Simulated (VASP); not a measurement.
Input of a VASP 6.6.1 run:

File INCAR:

```
PREC = Accurate ; ENCUT = 520
EDIFF = 1E-6 ; ISMEAR = 0
SIGMA = 0.05 ; LREAL = False
LASPH = True ; NELM = 60
ALGO = Normal ; ISIF = 2
LWAVE = False ; LCHARG = True
GGA = PS ; LELF = True
LVHAR = True ; NBANDS = 11
```

KPOINTS

```
Automatic mesh
0
Gamma
  10 10 10
```

The input POSCAR:

```
SiC
1.0
    0.0000000000      2.1783895848      2.1783895848
    2.1783895848      0.0000000000      2.1783895848
    2.1783895848      2.1783895848      0.0000000000
Si C
1 1
Direct
   -0.0035337978      0.0035337978      0.0035337978
    0.7582629848      0.7417370152      0.7417370152
```

Potentials or basis: VASP PAW PBE potentials, release 64 (Si, C).

Run with:

```console
$ cat potpaw_PBE.64/Si/POTCAR potpaw_PBE.64/C/POTCAR > POTCAR
$ mpirun -np 1 vasp_std > vasp.out
```

Question: Predict the largest force.

Answer: 0.984 eV/Å.

Question: Estimate the band gap on the k mesh.

Answer: 0.99 eV, indirect (least direct gap 4.32 eV).

Stress tensor (GPa, compression positive):
```
 0.34  0.00  0.00
 0.00  0.84 -3.44
 0.00 -3.44  0.84
```

Caveat: the cell differs from its parent crystal (mode 4 frozen in at -0.036 Å and mode 5 at +0.000 Å (largest displacements)); the PAW data sets were made with another functional, which shifts forces and pressure a little. A k mesh can miss the band edges.
